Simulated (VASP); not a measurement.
Here is a VASP 6.6.1 calculation.

The input INCAR:

```
SYSTEM = MnO2
ALGO = Normal ; EDIFF = 1E-7
ENCUT = 520 ; GGA = PE
ISIF = 2 ; ISMEAR = 0
ISPIN = 2 ; IVDW = 12
LASPH = .True. ; LCHARG = .True.
LELF = .True. ; LMAXMIX = 4
LORBIT = 11 ; LREAL = .False.
LVHAR = .True. ; LWAVE = .False.
MAGMOM = 2.75 2.75 0 0 0 0 ; NBANDS = 38
NELM = 150 ; PREC = Accurate
SIGMA = 0.02
```

File KPOINTS:

```
k-points
0
Gamma
  12 12 4
  0 0 0
```

Contents of POSCAR:

```
MnO2
1.0
    2.8244390613      0.0000000000      0.0000000000
   -1.4122195306      2.4460359785      0.0000000000
    0.0000000000      0.0000000000      9.0132639696
Mn O
2 4
Direct
    0.0000000000      0.0000000000      0.0000000000
    0.0000000000      0.0000000000      0.5000000000
    0.3333333333      0.6666666667      0.8931913096
    0.3333333333      0.6666666667      0.6068086904
    0.6666666667      0.3333333333      0.1068086904
    0.6666666667      0.3333333333      0.3931913096
```

Potentials or basis: VASP PAW PBE potentials, release 64 (Mn_pv, O).

Run with:

```bash
$ cat potpaw_PBE.64/Mn_pv/POTCAR potpaw_PBE.64/O/POTCAR > POTCAR
$ mpirun -np 1 vasp_std > vasp.out
```

**Question.** Estimate the site moments.

**Answer.** Mn +2.81; O +0.06 μB.

**Question.** Estimate the dispersion energy per atom.

**Answer.** -0.141 eV.

**Question.** Estimate the pressure.

**Answer.** 8.8 GPa.

**Question.** Predict the largest force.

**Answer.** 0.106 eV/Å.

Forces in eV/Å, atoms in the order of the input:
```
Mn   0.000  0.000  0.000
Mn   0.000  0.000  0.000
O    0.000  0.000 -0.106
O    0.000  0.000  0.106
O    0.000  0.000  0.106
O    0.000  0.000 -0.106
```

Caveat: the cell stands under pressure; only a ferromagnetic start was run, and an antiferromagnetic order may lie lower in energy.
